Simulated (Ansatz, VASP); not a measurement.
# One calculation of NaF, two programs

File INCAR:

```
SYSTEM = NaF
ALGO     = Normal         ! electronic algorithm
EDIFF    = 1E-6           ! SCF threshold, eV
ENCUT    = 520            ! plane-wave cutoff, eV
GGA      = CA             ! functional
ISIF     = 2              ! what is computed and relaxed
ISMEAR   = 0              ! smearing method
LASPH    = .TRUE.         ! aspherical terms in the spheres
LCHARG   = .TRUE.         ! write CHGCAR
LELF     = .TRUE.         ! ELF
LREAL    = .FALSE.        ! projectors in reciprocal space
LVHAR    = .TRUE.       
LWAVE    = .FALSE.        ! write WAVECAR
NBANDS   = 14             ! bands
NELM     = 60             ! most SCF steps
PREC     = Accurate       ! precision mode
SIGMA    = 0.05           ! smearing width, eV
```

Contents of KPOINTS:

```
k-points
0
G
  8 8 8
  0 0 0
```

The input POSCAR:

```
NaF
1.0
    0.0000000000      2.4394650000      2.2652175000
    2.4394650000      0.0000000000      2.2652175000
    2.4394650000      2.4394650000      0.0000000000
Na F
1 1
Direct
    0.0000000000      0.0000000000      0.0000000000
    0.5000000000      0.5000000000      0.5000000000
```

Input for Ansatz:

```yaml
crystal:
  lattice:
    - [0.0, 2.439465, 2.2652175]
    - [2.439465, 0.0, 2.2652175]
    - [2.439465, 2.439465, 0.0]
  atoms:
    - { symbol: Na, position: [0.0, 0.0, 0.0] }
    - { symbol: F, position: [0.5, 0.5, 0.5] }
basis:
  ecutwfc: 420
kpoints:
  mp_grid: { grid: [8, 8, 8] }
hamiltonian:
  xc: lda
scf:
  occupations: { method: gaussian, width: 0.05 }
output:
  forces: true
  stress: true
  eigenvalues: true
```

Change from the starting cell: strain +0.050 along x and y, -0.025 along z, atoms carried along.

Alike in both runs: task single point; functional LDA; k mesh 8 × 8 × 8; occupations gaussian, width 0.05 eV; no spin polarisation.

```csv
,VASP,Ansatz
version,VASP 6.6.1,Ansatz 0.2.0
potentials or method,"VASP PAW LDA potentials, release 64 (Na_pv, F), cutoff 520 eV","scalar-relativistic, plane waves, PAW"
valence electrons in the cell,14,16
```

VASP gave:

- gap on the k mesh at the Fermi level (eV): 5.54
- least direct gap on the mesh (eV): 5.54
- pressure (GPa): -6.5
- traceless stress, the component that is largest in VASP (GPa): 2.36

Which values does Ansatz return?

gap on the k mesh at the Fermi level (eV): 5.56; least direct gap on the mesh (eV): 5.56; pressure (GPa): -6.4; traceless stress, the component that is largest in VASP (GPa): 2.27.

LDA's correlation is that of Perdew and Zunger in VASP and of Perdew and Wang (1992) in Ansatz. VASP's potentials hold 14 valence electrons a cell and Ansatz's 16, so a difference there can come from the potentials and not from the codes.
